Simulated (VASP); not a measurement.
Set up this calculation in VASP 6.6.1, as the native input.

| Property | Result |
| --- | --- |
| Task | single point |
| Functional | PBE |
| Potentials or basis | VASP PAW PBE potentials, release 64 (Cu, W_sv) |
| Cutoff | 520 eV |
| k mesh | 6 × 6 × 4 |
| Occupations | gaussian, width 0.1 eV |
| Spin | no spin polarisation |
| Dipole correction | no |
| Further INCAR settings | ALGO = Normal; EDIFF = 1e-07; NBANDS = 25 |

The structure of Cu2W lies in POSCAR:

```
Cu2W
1.0
    4.1541694314      0.0000000000      0.0000000000
   -2.0770847157      3.5976162592      0.0000000000
    0.0000000000      0.0000000000      2.6791421101
Cu W
2 1
Direct
    0.3333333333      0.6666666667      0.0000000000
    0.6666666667      0.3333333333      0.0000000000
    0.0000000000      0.0000000000      0.5000000000
```

These files were run (other wordings do the same):

INCAR

```
SYSTEM = Cu2W
  PREC = Accurate
  ENCUT = 520
  EDIFF = 1E-7
  ISMEAR = 0
  SIGMA = 0.1
  LREAL = .FALSE.
  LASPH = .TRUE.
  NELM = 80
  ALGO = Normal
  ISIF = 2
  LWAVE = .FALSE.
  LCHARG = .FALSE.
  GGA = PE
  NBANDS = 25
```

KPOINTS

```
regular mesh
0
G
  6 6 4
  0 0 0
```

Potentials or basis: VASP PAW PBE potentials, release 64 (Cu, W_sv).

The run is started by

```console
$ cat potpaw_PBE.64/Cu/POTCAR potpaw_PBE.64/W_sv/POTCAR > POTCAR
$ mpirun -np 1 vasp_std > vasp.out
```

It gave:

| Property | Result |
| --- | --- |
| Pressure | 0.6 GPa |
| Band gap on the k mesh | zero (band 18 reaches 9.28 eV, above the bottom of band 19 at 9.14 eV) |

Caveat: the k points lie up to 0.59 Å⁻¹ apart; spin-orbit coupling is left out, which moves the levels of the heavy elements.

Wall time 25 s on 1 thread of Intel(R) Xeon(R) Platinum 8488C (Sapphire Rapids), on a shared host, peak memory 0.16 GiB.
